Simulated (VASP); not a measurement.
# NaH in VASP: notebook, part 2 of 2

VASP 6.6.1. Earlier steps stand in the parts before.

## 3. Relaxation of cell and atoms, PBEsol, target pressure 30 GPa, at which the enthalpy is minimised

Input file INCAR:

```
PREC = Accurate ; ENCUT = 600
EDIFF = 1E-6 ; ISMEAR = -1
SIGMA = 0.05 ; LREAL = False
LASPH = True ; NELM = 100
ALGO = Normal ; ISIF = 3
LWAVE = False ; LCHARG = False
GGA = PS ; IBRION = 2
NSW = 80 ; EDIFFG = -0.01
PSTRESS = 300.0
```

Input file KPOINTS:

```
regular mesh
0
Gamma
  9 9 9
```

Input file POSCAR:

```
NaH
1.0
    0.0000000000      2.4400000000      2.4400000000
    2.4400000000      0.0000000000      2.4400000000
    2.4400000000      2.4400000000      0.0000000000
Na H
1 1
Direct
    0.0000000000      0.0000000000      0.0000000000
    0.5000000000      0.5000000000      0.5000000000
```

Potentials or basis: VASP PAW PBE potentials, release 64 (Na_pv, H).

Command:

```
$ cat potpaw_PBE.64/Na_pv/POTCAR potpaw_PBE.64/H/POTCAR > POTCAR
$ mpirun -np 1 vasp_std > vasp.out
```

OUTCAR:

```text
PREC = Accurate
   ENCUT = 600
   EDIFF = 1E-6
   ISMEAR = -1
   LREAL = False
   LASPH = True
   NELM = 100
   ISIF = 3
   GGA = PS
   IBRION = 2
   NSW = 80
   EDIFFG = -0.01
   PSTRESS = 300.0

 ion  position               nearest neighbor table
   1  0.000  0.000  0.000-
   2  0.500  0.500  0.500-

  LATTYP: Found a face centered cubic cell.
 ALAT       =     4.8800000000

  Lattice vectors:

 A1 = (   0.0000000000,   2.4400000000,   2.4400000000)
 A2 = (   2.4400000000,   0.0000000000,   2.4400000000)
 A3 = (   2.4400000000,   2.4400000000,   0.0000000000)

Analysis of symmetry for initial positions (statically):
=====================================================================
 Subroutine PRICEL returns:
 Original cell was already a primitive cell.

 Routine SETGRP: Setting up the symmetry group for a
 face centered cubic supercell.

 Subroutine GETGRP returns: Found 48 space group operations
 (whereof 48 operations were pure point group operations)
 out of a pool of 48 trial point group operations.

The static configuration has the point symmetry O_h .

Analysis of symmetry for dynamics (positions and initial velocities):
=====================================================================
 Subroutine PRICEL returns:
 Original cell was already a primitive cell.

 Routine SETGRP: Setting up the symmetry group for a
 face centered cubic supercell.

 Subroutine GETGRP returns: Found 48 space group operations
 (whereof 48 operations were pure point group operations)
 out of a pool of 48 trial point group operations.

The dynamic configuration has the point symmetry O_h .

 Subroutine INISYM returns: Found 48 space group operations
 (whereof 48 operations are pure point group operations),
 and found     1 'primitive' translations

----------------------------------------------------------------------------------------

                                     Primitive cell

  volume of cell :      29.0536

  direct lattice vectors                    reciprocal lattice vectors
     0.000000000  2.440000000  2.440000000    -0.204918033  0.204918033  0.204918033
     2.440000000  0.000000000  2.440000000     0.204918033 -0.204918033  0.204918033
     2.440000000  2.440000000  0.000000000     0.204918033  0.204918033 -0.204918033

  length of vectors
     3.450681092  3.450681092  3.450681092     0.354928444  0.354928444  0.354928444

  position of ions in fractional coordinates (direct lattice)
     0.000000000  0.000000000  0.000000000
     0.500000000  0.500000000  0.500000000

  ion indices of the primitive-cell ions
   primitive index   ion index
                 1           1
                 2           2

----------------------------------------------------------------------------------------

 KPOINTS: regular mesh

Automatic generation of k-mesh.
 Grid dimensions read from file:
 generate k-points for:    9    9    9

 Generating k-lattice:

  Cartesian coordinates                     Fractional coordinates (reciprocal lattice)
    -0.022768670  0.022768670  0.022768670     0.111111111  0.000000000  0.000000000
     0.022768670 -0.022768670  0.022768670     0.000000000  0.111111111  0.000000000
     0.022768670  0.022768670 -0.022768670     0.000000000  0.000000000  0.111111111

  Length of vectors
     0.039436494  0.039436494  0.039436494

  Shift w.r.t. Gamma in fractional coordinates (k-lattice)
     0.000000000  0.000000000  0.000000000

 Subroutine IBZKPT returns following result:
 ===========================================

 Found     35 irreducible k-points:

 Following reciprocal coordinates:
            Coordinates               Weight
  0.000000  0.000000  0.000000      1.000000
  0.111111  0.000000  0.000000      8.000000
  0.222222  0.000000  0.000000      8.000000
  0.333333  0.000000  0.000000      8.000000
  0.444444  0.000000  0.000000      8.000000
  0.111111  0.111111  0.000000      6.000000
[... 16 lines left out ...]
 -0.333333  0.333333  0.000000     12.000000
  0.444444  0.444444  0.000000      6.000000
 [... further k-points ...]
   k-points           NKPTS =     35   k-points in BZ     NKDIM =     35   number of bands    NBANDS=      8
   number of dos      NEDOS =    301   number of ions     NIONS =      2
   total plane-waves  NPLWV =  21952
   dimension x,y,z NGX =    28 NGY =   28 NGZ =   28
   dimension x,y,z NGXF=    56 NGYF=   56 NGZF=   56
   ions per type =               1   1
   NGX,Y,Z   is equivalent  to a cutoff of  13.49, 13.49, 13.49 a.u.
   NGXF,Y,Z  is equivalent  to a cutoff of  26.98, 26.98, 26.98 a.u.
 SYSTEM =  unknown system
   PREC   = accura    normal or accurate (medium, high low for compatibility)
   ISTART =      0    job   : 0-new  1-cont  2-samecut
   ICHARG =      2    charge: 1-file 2-atom 10-const
   ISPIN  =      1    spin polarized calculation?
   LNONCOLLINEAR =      F non collinear calculations
   LSORBIT =      F    spin-orbit coupling
   LASPH  =      T    aspherical Exc in radial PAW
   ENCUT  =  600.0 eV  44.10 Ry    6.64 a.u.   6.89  6.89  6.89*2*pi/ulx,y,z
   NELM   =    100;   NELMIN=  2; NELMDL= -5     # of ELM steps
   EDIFF  = 0.1E-05   stopping-criterion for ELM
   LREAL  =      F    real-space projection
   EDIFFG = -.1E-01   stopping-criterion for IOM
   NSW    =     80    number of steps for IOM
   IBRION =      2    ionic relax: 0-MD 1-quasi-New 2-CG
   NFREE  =      1    steps in history (QN), initial steepest desc. (CG)
   ISIF   =      3    stress and relaxation
   ISYM   =      2    0-nonsym 1-usesym 2-fastsym
   POTIM  = 0.5000    time-step for ionic-motion
   TEBEG  =    0.0;   TEEND  =   0.0 temperature during run
   PSTRESS=  300.0 pullay stress
   NELECT =       8.0000    total number of electrons
   NUPDOWN=      -1.0000    fix difference up-down
   EMIN   =  10.00;   EMAX   =-10.00  energy-range for DOS
   EFERMI =   0.00;   METHOD = LEGACY
   ISMEAR =    -1;   SIGMA  =   0.05  broadening in eV -4-tet -1-fermi 0-gaus
   EFERMI_NEDOS =   21; number of points for ismear=-14 and -15
   IALGO  =     38    algorithm
   IMIX   =      4    mixing-type and parameters
     AMIX     =   0.40;   BMIX     =  1.00
     AMIX_MAG =   1.60;   BMIX_MAG =  1.00
  volume/ion in A,a.u.               =      14.53        98.03
  Fermi-wavevector in a.u.,A,eV,Ry     =   1.065054  2.012660 15.433636  1.134340
  Thomas-Fermi vector in A             =   2.200593
   LORBIT       =      0    0 simple, 1 ext, 2 COOP (PROOUT), +10 PAW based schemes
   GGA     = PS    functional components
   LHFCALC =     F    Hartree Fock is set to
   AEXX    =    0.0000 exact exchange contribution
   IVDW    =     0    specifies the selected vdW correction
   LEPSILON=     F    determine dielectric tensor
   LRPA    =     F    only Hartree local field effects (RPA)
 conjugate gradient relaxation of ions
 non-spin polarized calculation
  energy-cutoff  :      600.00
  volume of cell :       29.05
 maximum number of plane-waves:       984
   NGX = 13   NGY = 13   NGZ = 13

--------------------------------------- Ionic step        1  -------------------------------------------

 number of electron       8.0000008 magnetization

 Free energy of the ion-electron system (eV)
  ---------------------------------------------------
  ext. energy  EPLUGINS =         0.00000000
  ---------------------------------------------------
  free energy    TOTEN  =        -5.08073853 eV

  energy without entropy =       -5.08073853  energy(sigma->0) =       -5.08073853

 E-fermi :  -0.1361     XC(G=0):  -7.7901

 val. band max:       -1.2511936767   @ k =  -0.3333   0.4444   0.1111
 cond. band min:       2.5700978898   @ k =  -0.4444   0.1111   0.0000
 fundamental gap:      3.8212915664
 Fermi energy:        -0.1361392758

 k-point     1 :       0.0000    0.0000    0.0000
  band No.  band energies     occupation
      1     -23.2347      2.00000
      2     -23.2347      2.00000
      3     -23.2347      2.00000
      4      -4.8251      2.00000
      5       8.9731      0.00000
      6      13.9979      0.00000
      7      13.9979      0.00000
      8      13.9979      0.00000
[... 364 lines left out ...]
  enthalpy is  TOTEN    =        -1.2589373569 eV   P V=        3.2099159522

--------------------------------------- Ionic step        4  -------------------------------------------

 number of electron       8.0000002 magnetization

 Free energy of the ion-electron system (eV)
  ---------------------------------------------------
  ext. energy  EPLUGINS =         0.00000000
  ---------------------------------------------------
  free energy    TOTEN  =        -4.41514888 eV

  energy without entropy =       -4.41514888  energy(sigma->0) =       -4.41514888

 E-fermi :   2.1300     XC(G=0):  -9.8594

 val. band max:        1.0355241638   @ k =  -0.3333   0.4444   0.1111
 cond. band min:       5.9725402310   @ k =  -0.4444   0.1111   0.0000
 fundamental gap:      4.9370160672
 Fermi energy:         2.1300129127

 k-point     1 :       0.0000    0.0000    0.0000
  band No.  band energies     occupation
      1     -20.2307      2.00000
      2     -20.2307      2.00000
      3     -20.2307      2.00000
      4      -4.2214      2.00000
      5      17.0695      0.00000
      6      20.7666      0.00000
      7      20.7666      0.00000
      8      20.7666      0.00000
[... 282 lines left out ...]
  FREE ENERGIE OF THE ION-ELECTRON SYSTEM (eV)
  ---------------------------------------------------
  free  energy   TOTEN  =        -4.4151488847 eV

  energy  without entropy=       -4.4151488847  energy(sigma->0) =       -4.41514888

  enthalpy is  TOTEN    =        -1.2608037967 eV   P V=        3.1543450881

 reached required accuracy - stopping structural energy minimisation
```

Wall time 23 s (1 thread of Intel Xeon 6975P-C, shared host); peak memory 0.16 GiB.

Results:

* Free energy: -4.4151 eV
* Relaxed volume: 8.42 Å³/atom
* Relaxed cell: a = 2.877 Å, b = 2.877 Å, c = 2.877 Å, α = 60.00°, β = 60.00°, γ = 60.00°
* Space group after relaxing (to 0.05 Å): Fm-3m (No. 225)
* Energy change on relaxing (the enthalpy is what falls): +332.8 meV/atom
* Ionic steps: 4
* Pressure after relaxing: 30.1 GPa
* Band gap on the k mesh: 4.94 eV, indirect (least direct gap 5.75 eV)

Step by step:
| step | energy change (eV) | largest force (eV/Å) | pressure (GPa) | volume (Å³) |
| --- | --- | --- | --- | --- |
| 1 | 0.0000 | 0.0000 | -1.19 | 29.05 |
| 2 | 0.3827 | 0.0000 | 19.31 | 18.71 |
| 3 | 0.6119 | 0.0000 | 28.09 | 17.14 |
| 4 | 0.6656 | 0.0000 | 30.05 | 16.85 |

Final structure:
```
Na H
1.0
     0.00000    2.03465    2.03465
     2.03465    0.00000    2.03465
     2.03465    2.03465    0.00000
Na H
1 1
Direct
  0.00000 0.00000 0.00000
  0.50000 0.50000 0.50000
```

Levels at points of the mesh, in eV from the valence-band top:
```csv
k point,band 2,band 3,band 4,band 5,band 6,band 7
"(0.00, 0.00, 0.00)",-21.27,-21.27,-5.26,16.03,19.73,19.73
```

Caveat: the cell is relaxed towards a set pressure, so the enthalpy falls and the energy may rise; the volume moved by over 15 % at a fixed basis, so the end points are rough; the PAW data sets were made with another functional, which shifts forces and pressure a little. A k mesh can miss the band edges.

## 4. Single point, PBE

Input file INCAR:

```
SYSTEM = NaH
PREC = Accurate
ENCUT = 520
EDIFF = 1E-6
ISMEAR = 0
SIGMA = 0.05
LREAL = .False.
LASPH = .True.
NELM = 60
ALGO = Normal
ISIF = 2
LWAVE = .False.
LCHARG = .False.
GGA = PE
NBANDS = 11
```

Input file KPOINTS:

```
regular mesh
0
Gamma
  8 8 8
  0 0 0
```

Input file POSCAR:

```
NaH
1.0
    0.0000000000      2.4400000000      2.4400000000
    2.4400000000      0.0000000000      2.4400000000
    2.4400000000      2.4400000000      0.0000000000
Na H
1 1
Direct
   -0.0125970000      0.0013660000      0.0060060000
    0.5005580000      0.4984190000      0.5048660000
```

Command:

```
$ cat potpaw_PBE.64/Na_pv/POTCAR potpaw_PBE.64/H/POTCAR > POTCAR
$ mpirun -np 1 vasp_std > vasp.out
```

Run time: 77 s. Hardware: 1 thread of Intel Xeon Platinum 8259CL at 2.50GHz (Skylake/Cascade Lake), shared host; peak memory 0.2 GiB.

The run converged. Its results:

- Free energy: -5.0854 eV
- Pressure: -0.7 GPa
- Largest force: 0.031 eV/Å
- Band gap on the k mesh: 3.71 eV, indirect (least direct gap 4.55 eV)

Forces on the atoms (eV/Å):
```
Na  -0.008  0.023  0.019
H    0.008 -0.023 -0.019
```

Levels at points of the mesh, in eV from the valence-band top:
| k point | band 1 | band 2 | band 3 | band 4 | band 5 | band 6 | band 7 | band 8 | band 9 |
| --- | --- | --- | --- | --- | --- | --- | --- | --- | --- |
| (0.00, 0.00, 0.00) | -22.15 | -22.15 | -22.15 | -3.54 | 10.16 | 15.38 | 15.38 | 15.39 | 16.17 |
| (0.50, 0.00, 0.00) | -22.24 | -22.16 | -22.16 | -0.84 | 3.71 | 10.58 | 13.20 | 13.20 | 16.06 |
| (0.00, 0.50, 0.00) | -22.24 | -22.16 | -22.16 | -0.84 | 3.71 | 10.58 | 13.20 | 13.21 | 16.06 |
| (0.00, 0.00, 0.50) | -22.24 | -22.16 | -22.16 | -0.84 | 3.71 | 10.58 | 13.20 | 13.21 | 16.06 |
| (0.50, 0.50, 0.50) | -22.24 | -22.16 | -22.16 | -0.84 | 3.71 | 10.58 | 13.20 | 13.21 | 16.06 |
| (0.50, 0.50, 0.00) | -22.23 | -22.18 | -22.18 | -0.17 | 4.58 | 9.92 | 10.49 | 10.50 | 11.48 |
| (0.00, 0.50, 0.50) | -22.23 | -22.18 | -22.18 | -0.17 | 4.58 | 9.92 | 10.49 | 10.49 | 11.48 |
| (0.50, 0.00, 0.50) | -22.23 | -22.18 | -22.18 | -0.17 | 4.58 | 9.92 | 10.49 | 10.49 | 11.47 |

A k mesh can miss the band edges. Expect the measured gap to be larger: semilocal functionals such as PBE lack the derivative discontinuity.

## 5. Overview

| task | level | cell | k mesh | cutoff (eV) | smearing | gap on the mesh (eV) | pressure (GPa) |
| --- | --- | --- | --- | --- | --- | --- | --- |
| relaxation of cell and atoms | PBEsol | relaxed to 20 GPa | 9 × 9 × 9 | 600 | fermi-dirac 0.05 eV | 4.71 | 20.1 |
| relaxation of cell and atoms | PBEsol | relaxed to 30 GPa | 9 × 9 × 9 | 600 | fermi-dirac 0.05 eV | 4.94 | 30.1 |
| single point | PBE | as given | 8 × 8 × 8 | 520 | gaussian 0.05 eV | 3.71 | -0.7 |

Alike in all rows: potentials or basis VASP PAW PBE potentials, release 64 (Na_pv, H); no spin polarisation.

Caveats: the cell is relaxed towards a set pressure, so the enthalpy falls and the energy may rise (some runs); the volume moved by over 15 % at a fixed basis, so the end points are rough (some runs); the PAW data sets were made with another functional, which shifts forces and pressure a little (some runs).

Absolute energies hang on the potentials; compare differences alone.
